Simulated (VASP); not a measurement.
KCl:

```
CELL_PARAMETERS angstrom
0.00000 3.50728 3.46765
3.50728 0.00000 3.46765
3.50728 3.50728 0.00000
ATOMIC_POSITIONS crystal
K 0.00000 0.00000 0.00000
Cl 0.25000 0.25000 0.25000
```

This cell differs from its parent crystal: uniaxial z strain -1.1%.

Base run:

- Program: VASP 6.6.1
- Functional: HSE06
- Potentials or basis: VASP PAW PBE potentials, release 64 (K_sv, Cl)
- Cutoff: 520 eV
- k mesh: 4 × 4 × 4
- Occupations: gaussian, width 0.01 eV
- Spin: no spin polarisation

Its results: band gap on the k mesh 6.04 eV (least direct gap 6.08 eV); pressure 0.3 GPa.

Problem. The run is repeated on the same cell with these changes: functional from HSE06 to r2SCAN; k mesh from 4 × 4 × 4 to 6 × 6 × 6. What comes out?

Solution. Band gap on the k mesh 5.37 eV (least direct gap 5.41 eV); pressure 0.1 GPa.

Several settings changed at once.

Caveats: the PAW data sets were made with another functional, which shifts forces and pressure a little.

A k mesh can miss the band edges.
